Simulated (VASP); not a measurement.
A run of VASP 6.6.1 is set up as follows.

The input INCAR:

```
PREC     = Accurate       # precision mode
ENCUT    = 500            # plane-wave cutoff, eV
EDIFF    = 1E-6           # SCF threshold, eV
ISMEAR   = -1             # smearing method
SIGMA    = 0.05           # smearing width, eV
LREAL    = False          # projectors in reciprocal space
LASPH    = True           # aspherical terms in the spheres
NELM     = 120            # most SCF steps
ALGO     = Normal         # electronic algorithm
ISIF     = 2              # what is computed and relaxed
LWAVE    = False          # write WAVECAR
LCHARG   = False          # write CHGCAR
GGA      = PS             # functional
NBANDS   = 16             # bands
GGA_COMPAT= False
```

File KPOINTS:

```
Automatic mesh
0
Gamma
  12 12 12
```

File POSCAR:

```
AgI
1.0
    0.0000000000      2.7209945169      2.7209945169
    2.7209945169      0.0000000000      2.7209945169
    2.7209945169      2.7209945169      0.0000000000
Ag I
1 1
Direct
    0.0000000000      0.0000000000      0.0000000000
    0.2500000000      0.2500000000      0.2500000000
```

Potentials or basis: VASP PAW PBE potentials, release 64 (Ag, I).

The run is started by

```bash
$ cat potpaw_PBE.64/Ag/POTCAR potpaw_PBE.64/I/POTCAR > POTCAR
$ mpirun -np 1 vasp_std > vasp.out
```

Task: What does it give for the band gap on the k mesh?

Result: 1.21 eV, direct.

Task: What does it give for the pressure?

Result: 67.6 GPa.

Caveat: the PAW data sets were made with another functional, which shifts forces and pressure a little; spin-orbit coupling is left out, which moves the levels of the heavy elements. A k mesh can miss the band edges.
